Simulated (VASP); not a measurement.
# MgO (I4mm) in VASP: further runs

MgO is run at these levels: LDA; tasks: single point.

Everything below comes from runs of VASP 6.6.1. Logs are shortened: lines on timing, memory, paths and dates and some standing lists are left out, and cuts for length are marked.

**1. The cell of the first run**

The structure is tetragonal, space group I4mm (No. 107). The conventional cell has a = 3.020 Å, b = 3.020 Å, c = 4.270 Å, α = 90.00°, β = 90.00°, γ = 90.00°. Within 2.8 Å of Mg (site symmetry 4mm) lie 6 O at 2.10 to 2.17 Å. Within 2.8 Å of O (site symmetry 4mm) lie 6 Mg at 2.10 to 2.17 Å.

**2. Single point, LDA (all O atoms moved +0.037 Å, as atom 2 along Cartesian [0 0 1])**

INCAR

```
PREC     = Accurate       # precision mode
ENCUT    = 750            # plane-wave cutoff, eV
EDIFF    = 1E-6           # SCF threshold, eV
ISMEAR   = 0              # smearing method
SIGMA    = 0.05           # smearing width, eV
LREAL    = False          # projectors in reciprocal space
LASPH    = True           # aspherical terms in the spheres
NELM     = 120            # most SCF steps
ALGO     = Normal         # electronic algorithm
ISIF     = 2              # what is computed and relaxed
LWAVE    = False          # write WAVECAR
LCHARG   = True           # write CHGCAR
GGA      = CA             # functional
LELF     = True           # ELF
LVHAR    = True         
NBANDS   = 15             # bands
GGA_COMPAT= False
```

KPOINTS

```
regular mesh
0
Gamma
  10 10 10
```

POSCAR

```
MgO
1.0
    0.0000000000      2.1351500000      2.1351500000
    2.1351500000      0.0000000000      2.1351500000
    2.1351500000      2.1351500000      0.0000000000
Mg O
1 1
Direct
    0.0000000000      0.0000000000      0.0000000000
    0.5087815844      0.5087815844      0.4912184156
```

Potentials or basis: VASP PAW LDA potentials, release 64 (Mg_sv, O).

Command:

```bash
cat potpaw_LDA.64/Mg_sv/POTCAR potpaw_LDA.64/O/POTCAR > POTCAR
mpirun -np 1 vasp_std > vasp.out
```

OUTCAR:

```text
PREC = Accurate
   ENCUT = 750
   EDIFF = 1E-6
   ISMEAR = 0
   LREAL = False
   LASPH = True
   NELM = 120
   ISIF = 2
   GGA = CA

 ion  position               nearest neighbor table
   1  0.000  0.000  0.000-   2 2.10
   2  0.509  0.509  0.491-   1 2.10

  LATTYP: Found a face centered cubic cell.
 ALAT       =     4.2703000000

  Lattice vectors:

 A1 = (   0.0000000000,   2.1351500000,   2.1351500000)
 A2 = (   2.1351500000,   0.0000000000,   2.1351500000)
 A3 = (   2.1351500000,   2.1351500000,   0.0000000000)

Analysis of symmetry for initial positions (statically):
=====================================================================
 Subroutine PRICEL returns:
 Original cell was already a primitive cell.

 Routine SETGRP: Setting up the symmetry group for a
 face centered cubic supercell.

 Subroutine GETGRP returns: Found  8 space group operations
 (whereof  8 operations were pure point group operations)
 out of a pool of 48 trial point group operations.

The static configuration has the point symmetry C_4v.

Analysis of symmetry for dynamics (positions and initial velocities):
=====================================================================
 Subroutine PRICEL returns:
 Original cell was already a primitive cell.

 Routine SETGRP: Setting up the symmetry group for a
 face centered cubic supercell.

 Subroutine GETGRP returns: Found  8 space group operations
 (whereof  8 operations were pure point group operations)
 out of a pool of 48 trial point group operations.

The dynamic configuration has the point symmetry C_4v.

 Subroutine INISYM returns: Found  8 space group operations
 (whereof  8 operations are pure point group operations),
 and found     1 'primitive' translations

----------------------------------------------------------------------------------------

                                     Primitive cell

  volume of cell :      19.4677

  direct lattice vectors                    reciprocal lattice vectors
     0.000000000  2.135150000  2.135150000    -0.234175585  0.234175585  0.234175585
     2.135150000  0.000000000  2.135150000     0.234175585 -0.234175585  0.234175585
     2.135150000  2.135150000  0.000000000     0.234175585  0.234175585 -0.234175585

  length of vectors
     3.019558088  3.019558088  3.019558088     0.405604011  0.405604011  0.405604011

  position of ions in fractional coordinates (direct lattice)
     0.000000000  0.000000000  0.000000000
     0.508781584  0.508781584  0.491218416

  ion indices of the primitive-cell ions
   primitive index   ion index
                 1           1
                 2           2

----------------------------------------------------------------------------------------

 KPOINTS: regular mesh

Automatic generation of k-mesh.
 Grid dimensions read from file:
 generate k-points for:   10   10   10

 Generating k-lattice:

  Cartesian coordinates                     Fractional coordinates (reciprocal lattice)
    -0.023417558  0.023417558  0.023417558     0.100000000  0.000000000  0.000000000
     0.023417558 -0.023417558  0.023417558     0.000000000  0.100000000  0.000000000
     0.023417558  0.023417558 -0.023417558     0.000000000  0.000000000  0.100000000

  Length of vectors
     0.040560401  0.040560401  0.040560401

  Shift w.r.t. Gamma in fractional coordinates (k-lattice)
     0.000000000  0.000000000  0.000000000

 Subroutine IBZKPT returns following result:
 ===========================================

 Found    102 irreducible k-points:

 Following reciprocal coordinates:
            Coordinates               Weight
  0.000000  0.000000  0.000000      1.000000
  0.100000  0.000000  0.000000      8.000000
  0.200000  0.000000  0.000000      8.000000
  0.300000  0.000000  0.000000      8.000000
  0.400000  0.000000  0.000000      8.000000
  0.500000  0.000000  0.000000      4.000000
[... 16 lines left out ...]
 -0.100000  0.100000  0.000000      4.000000
  0.000000 -0.100000  0.100000      8.000000
 [... further k-points ...]
   k-points           NKPTS =    102   k-points in BZ     NKDIM =    102   number of bands    NBANDS=     15
   number of dos      NEDOS =    301   number of ions     NIONS =      2
   total plane-waves  NPLWV =  21952
   dimension x,y,z NGX =    28 NGY =   28 NGZ =   28
   dimension x,y,z NGXF=    56 NGYF=   56 NGZF=   56
   ions per type =               1   1
   NGX,Y,Z   is equivalent  to a cutoff of  15.42, 15.42, 15.42 a.u.
   NGXF,Y,Z  is equivalent  to a cutoff of  30.83, 30.83, 30.83 a.u.
 SYSTEM =  unknown system
   PREC   = accura    normal or accurate (medium, high low for compatibility)
   ISTART =      0    job   : 0-new  1-cont  2-samecut
   ICHARG =      2    charge: 1-file 2-atom 10-const
   ISPIN  =      1    spin polarized calculation?
   LNONCOLLINEAR =      F non collinear calculations
   LSORBIT =      F    spin-orbit coupling
   LASPH  =      T    aspherical Exc in radial PAW
   ENCUT  =  750.0 eV  55.12 Ry    7.42 a.u.   6.74  6.74  6.74*2*pi/ulx,y,z
   NELM   =    120;   NELMIN=  2; NELMDL= -5     # of ELM steps
   EDIFF  = 0.1E-05   stopping-criterion for ELM
   LREAL  =      F    real-space projection
   EDIFFG = 0.1E-04   stopping-criterion for IOM
   NSW    =      0    number of steps for IOM
   IBRION =     -1    ionic relax: 0-MD 1-quasi-New 2-CG
   NFREE  =      0    steps in history (QN), initial steepest desc. (CG)
   ISIF   =      2    stress and relaxation
   ISYM   =      2    0-nonsym 1-usesym 2-fastsym
   POTIM  = 0.5000    time-step for ionic-motion
   TEBEG  =    0.0;   TEEND  =   0.0 temperature during run
   PSTRESS=    0.0 pullay stress
   NELECT =      16.0000    total number of electrons
   NUPDOWN=      -1.0000    fix difference up-down
   EMIN   =  10.00;   EMAX   =-10.00  energy-range for DOS
   EFERMI =   0.00;   METHOD = LEGACY
   ISMEAR =     0;   SIGMA  =   0.05  broadening in eV -4-tet -1-fermi 0-gaus
   EFERMI_NEDOS =   21; number of points for ismear=-14 and -15
   IALGO  =     38    algorithm
   IMIX   =      4    mixing-type and parameters
     AMIX     =   0.40;   BMIX     =  1.00
     AMIX_MAG =   1.60;   BMIX_MAG =  1.00
  volume/ion in A,a.u.               =       9.73        65.69
  Fermi-wavevector in a.u.,A,eV,Ry     =   1.533474  2.897846 31.994681  2.351543
  Thomas-Fermi vector in A             =   2.640536
   LORBIT       =      0    0 simple, 1 ext, 2 COOP (PROOUT), +10 PAW based schemes
   GGA     = CA    functional components
   LHFCALC =     F    Hartree Fock is set to
   AEXX    =    0.0000 exact exchange contribution
   IVDW    =     0    specifies the selected vdW correction
   LEPSILON=     F    determine dielectric tensor
   LRPA    =     F    only Hartree local field effects (RPA)
 non-spin polarized calculation
 Gauss-broadening in eV      SIGMA  =   0.05
  energy-cutoff  :      750.00
  volume of cell :       19.47
 maximum number of plane-waves:       934
   NGX = 13   NGY = 13   NGZ = 13

 number of electron      15.9999996 magnetization

 Free energy of the ion-electron system (eV)
  ---------------------------------------------------
  ext. energy  EPLUGINS =         0.00000000
  ---------------------------------------------------
  free energy    TOTEN  =       -13.18459867 eV

  energy without entropy =      -13.18459867  energy(sigma->0) =      -13.18459867

 E-fermi :   2.5992     XC(G=0): -11.7213

 val. band max:        2.2886238188   @ k =   0.0000   0.0000   0.0000
 cond. band min:       6.5701468156   @ k =   0.0000   0.0000   0.0000
 fundamental gap:      4.2815229968
 Fermi energy:         2.5992352714

 k-point     1 :       0.0000    0.0000    0.0000
  band No.  band energies     occupation
      1     -69.1845      2.00000
      2     -36.6534      2.00000
      3     -36.6534      2.00000
      4     -36.6534      2.00000
      5     -14.4869      2.00000
      6       2.2866      2.00000
      7       2.2886      2.00000
      8       2.2886      2.00000
      9       6.5701      0.00000
     10      17.5966      0.00000
     11      17.5993      0.00000
     12      17.5993      0.00000
     13      21.5103      0.00000
     14      23.1025      0.00000
     15      23.1052      0.00000

 k-point     2 :       0.1000    0.0000    0.0000
  band No.  band energies     occupation
      1     -69.1839      2.00000
      2     -36.6610      2.00000
      3     -36.6545      2.00000
      4     -36.6545      2.00000
      5     -14.3820      2.00000
      6       1.6367      2.00000
      7       2.2235      2.00000
      8       2.2243      2.00000
      9       7.1983      0.00000
     10      16.3814      0.00000
     11      17.8213      0.00000
     12      17.8222      0.00000
     13      22.2947      0.00000
     14      22.2989      0.00000
     15      23.0512      0.00000

 k-point     3 :       0.2000    0.0000    0.0000
  band No.  band energies     occupation
      1     -69.1820      2.00000
      2     -36.6803      2.00000
      3     -36.6565      2.00000
      4     -36.6565      2.00000
      5     -14.0937      2.00000
      6       0.3422      2.00000
      7       2.0608      2.00000
      8       2.0616      2.00000
      9       8.3787      0.00000
     10      14.8746      0.00000
     11      18.2433      0.00000
     12      18.2450      0.00000
     13      21.5931      0.00000
     14      21.5999      0.00000
     15      23.6159      0.00000
[... 343 lines left out ...]
 k-point    23 :      -0.1000    0.1000    0.0000
  band No.  band energies     occupation
      1     -69.1827      2.00000
      2     -36.6703      2.00000
      3     -36.6587      2.00000
      4     -36.6546      2.00000
      5     -14.2170      2.00000
      6       0.9289      2.00000
      7       1.9660      2.00000
      8       2.1782      2.00000
      9       7.9870      0.00000
     10      15.3316      0.00000
     11      17.9109      0.00000
     12      18.2483      0.00000
     13      20.9174      0.00000
     14      22.3982      0.00000
     15      24.3872      0.00000

 k-point    24 :       0.0000   -0.1000    0.1000
  band No.  band energies     occupation
      1     -69.1827      2.00000
      2     -36.6703      2.00000
      3     -36.6587      2.00000
      4     -36.6546      2.00000
      5     -14.2170      2.00000
      6       0.9293      2.00000
      7       1.9664      2.00000
      8       2.1775      2.00000
      9       7.9860      0.00000
     10      15.3331      0.00000
     11      17.9089      0.00000
     12      18.2496      0.00000
     13      20.9256      0.00000
     14      22.3971      0.00000
     15      24.3756      0.00000

 [... further k-points ...]
[... 5 lines left out ...]
  --------------------------------------------------------------------------------------
  -------------------------------------------------------------------------------------
  Total       -1.4278348     -1.4278348     -1.3773622      0.0000000     -0.0000000      0.0000000
  in kB     -117.5096104   -117.5096104   -113.3557580      0.0000000     -0.0000000      0.0000000
  external PRESSURE =    -116.1249929 kB  Pullay stress =       0.0000000 kB

 VOLUME and BASIS-vectors are now :
 -----------------------------------------------------------------------------
  energy-cutoff  :      750.00
  volume of cell :       19.47
      direct lattice vectors                 reciprocal lattice vectors
     0.000000000  2.135150000  2.135150000    -0.234175585  0.234175585  0.234175585
     2.135150000  0.000000000  2.135150000     0.234175585 -0.234175585  0.234175585
     2.135150000  2.135150000  0.000000000     0.234175585  0.234175585 -0.234175585

 POSITION                                       TOTAL-FORCE (eV/Angst)
 -----------------------------------------------------------------------------------
      0.00000      0.00000      0.00000         0.000000      0.000000      0.154679
      2.13515      2.13515      2.17265         0.000000      0.000000     -0.154679
 -----------------------------------------------------------------------------------
    total drift:                               -0.000000     -0.000000     -0.000396

  FREE ENERGIE OF THE ION-ELECTRON SYSTEM (eV)
  ---------------------------------------------------
  free  energy   TOTEN  =       -13.1845986700 eV

  energy  without entropy=      -13.1845986700  energy(sigma->0) =      -13.18459867
```

It took 21 s on 1 thread of Intel Xeon 6975P-C (Granite Rapids), shared host; peak memory 0.17 GiB.

Results:

```yaml
Free_energy: -13.1846 eV
Pressure: -11.6 GPa
Largest_force: 0.155 eV/Å
Band_gap_on_the_k_mesh: 4.28 eV
```

Forces in eV/Å, atoms in the order of the input:
```
Mg   0.000  0.000  0.155
O    0.000  0.000 -0.155
```

Stress tensor (GPa, compression positive):
```
-11.75   0.00   0.00
  0.00 -11.75   0.00
  0.00   0.00 -11.34
```

Caveat: the cell differs from its parent crystal (all O atoms moved +0.037 Å, as atom 2 along Cartesian [0 0 1]); the cell stands under tension.

**3. Single point, LDA (all O atoms moved +0.062 Å, as atom 2 along Cartesian [0 0 1])**

INCAR

```
PREC     = Accurate       # precision mode
ENCUT    = 750            # plane-wave cutoff, eV
EDIFF    = 1E-6           # SCF threshold, eV
ISMEAR   = 0              # smearing method
SIGMA    = 0.05           # smearing width, eV
LREAL    = F              # projectors in reciprocal space
LASPH    = T              # aspherical terms in the spheres
NELM     = 120            # most SCF steps
ALGO     = Normal         # electronic algorithm
ISIF     = 2              # what is computed and relaxed
LWAVE    = F              # write WAVECAR
LCHARG   = F              # write CHGCAR
NBANDS   = 15             # bands
GGA_COMPAT= F
```

KPOINTS

```
Automatic mesh
0
Gamma
  10 10 10
```

POSCAR: that of step 2 with these lines changed.

```diff
@@ -9,2 +9,2 @@
     0.0000000000      0.0000000000      0.0000000000
-    0.5087815844      0.5087815844      0.4912184156
+    0.5146359741      0.5146359741      0.4853640259
```

Potentials or basis: VASP PAW LDA potentials, release 64 (Mg_sv, O).

Command:

```bash
cat potpaw_LDA.64/Mg_sv/POTCAR potpaw_LDA.64/O/POTCAR > POTCAR
mpirun -np 1 vasp_std > vasp.out
```

Wall time 61 s (1 thread of Intel Xeon Platinum 8259CL at 2.50GHz (Skylake/Cascade Lake), shared host); peak memory 0.17 GiB.

The run converged. Its results:

| Quantity | Value |
| --- | --- |
| Free energy | -13.1794 eV |
| Pressure | -11.4 GPa |
| Largest force | 0.263 eV/Å |
| Band gap on the k mesh | 4.28 eV |

Forces on the atoms (eV/Å):
```
Mg   0.000  0.000  0.263
O    0.000  0.000 -0.263
```

Stress tensor (GPa, compression positive):
```
-11.78   0.00   0.00
  0.00 -11.78   0.00
  0.00   0.00 -10.63
```

Levels at points of the mesh, in eV from the valence-band top:
| k point | band 6 | band 7 | band 8 | band 9 | band 10 | band 11 |
| --- | --- | --- | --- | --- | --- | --- |
| (0.00, 0.00, 0.00) | -0.01 | 0.00 | 0.00 | 4.28 | 15.31 | 15.32 |
| (0.50, 0.00, 0.00) | -4.51 | -0.62 | -0.62 | 7.49 | 11.94 | 15.60 |
| (0.50, 0.50, 0.00) | -3.95 | -1.31 | -1.31 | 8.86 | 9.28 | 12.48 |
| (0.00, 0.50, 0.50) | -3.95 | -1.31 | -1.31 | 8.87 | 9.29 | 12.48 |

Caveat: the cell differs from its parent crystal (all O atoms moved +0.062 Å, as atom 2 along Cartesian [0 0 1]); the cell stands under tension.
